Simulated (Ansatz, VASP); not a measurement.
# Bi in VASP and in Ansatz

```xyz
2
Lattice="2.2673 1.3091 3.8817 -2.2673 1.3091 3.8817 0.0000 -2.6181 3.8817" Properties=species:S:1:pos:R:3 pbc="T T T"
Bi    0.0000    0.0000    2.7614
Bi    0.0000    0.0000    8.8838
```

Alike in both runs: functional PBE; dispersion D3(BJ); k mesh 12 × 12 × 12; occupations gaussian, width 0.1 eV; no spin polarisation.

Ansatz relaxed the structure, and its values are those at the end. VASP's run is a single point on that final structure, the one shown.

|  | VASP | Ansatz |
| --- | --- | --- |
| version | VASP 6.6.1 | Ansatz 0.2.0 |
| potentials or method | VASP PAW PBE potentials, release 64 (Bi_d), cutoff 520 eV | scalar-relativistic, plane waves, PAW |
| valence electrons in the cell | 30 | 30 |

|  | VASP | Ansatz | Ansatz less VASP |
| --- | --- | --- | --- |
| gap on the k mesh at the Fermi level (eV) | none | none | - |
| pressure (GPa) | 0.0 | 0.0 | +0.06 |
| rms of the force components (eV/Å) | 0.004 | 0.000 | -0.0040 |

A gap of «none» marks a metal or a gap that the smearing closes.

Neither program's run includes spin-orbit coupling.
